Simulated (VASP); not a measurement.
Wanted: the native input for a VASP 6.6.1 run.

```yaml
Task: density of states
Functional: LDA
Potentials_or_basis: VASP PAW LDA potentials, release 64 (Mo_sv)
Cutoff: 520 eV
k_mesh: 17 × 17 × 17
Occupations: fermi-dirac, width 0.05 eV
Spin: no spin polarisation
Dipole_correction: no
k_mesh_for_the_DOS: 26 × 26 × 26
Occupations_for_the_DOS: tetrahedron
Further_INCAR_settings: ALGO = Normal; EDIFF = 1e-07; NBANDS = 13
```

Mo:

```xyz
1
Lattice="2.5547 0.0000 0.0000 0.0000 2.5547 0.0000 0.0000 0.0000 2.5547" Properties=species:S:1:pos:R:3 pbc="T T T"
Mo    0.0000    0.0000    0.0000
```

These files were run (other wordings do the same):

POSCAR

```
Mo
1.0
    2.5547461120      0.0000000000      0.0000000000
    0.0000000000      2.5547461120      0.0000000000
    0.0000000000      0.0000000000      2.5547461120
Mo
1
Direct
    0.0000000000      0.0000000000      0.0000000000
```

INCAR.step1

```
SYSTEM = Mo
ALGO = Normal ; EDIFF = 1E-7
ENCUT = 520 ; GGA = CA
ISIF = 2 ; ISMEAR = -1
LASPH = .TRUE. ; LCHARG = .TRUE.
LMAXMIX = 4 ; LREAL = .FALSE.
LWAVE = .FALSE. ; NBANDS = 13
NELM = 80 ; PREC = Accurate
SIGMA = 0.05
```

KPOINTS.step1

```
k-points
0
G
  17 17 17
  0 0 0
```

INCAR.step2

```
SYSTEM = Mo
ALGO = Normal ; EDIFF = 1E-7
ENCUT = 520 ; GGA = CA
ICHARG = 11 ; ISIF = 2
ISMEAR = -5 ; LASPH = .TRUE.
LCHARG = .FALSE. ; LMAXMIX = 4
LORBIT = 10 ; LREAL = .FALSE.
LWAVE = .FALSE. ; NBANDS = 13
NEDOS = 2001 ; NELM = 80
PREC = Accurate ; SIGMA = 0.05
```

KPOINTS.step2

```
k-points
0
G
  26 26 26
  0 0 0
```

Potentials or basis: VASP PAW LDA potentials, release 64 (Mo_sv).

The run is started by

```bash
$ cat potpaw_LDA.64/Mo_sv/POTCAR > POTCAR
$ cp INCAR.step1 INCAR
$ cp KPOINTS.step1 KPOINTS
$ mpirun -np 1 vasp_std > vasp.out
$ cp INCAR.step2 INCAR
$ cp KPOINTS.step2 KPOINTS
$ mpirun -np 1 vasp_std > vasp.out
```

It gave:

```json
{"Valence electrons inside the program's atomic spheres": "Mo 12.72"}
```

Run time: 47 s on 1 thread of AMD EPYC 9R14 (Zen 4) (shared host), peak memory 0.19 GiB.
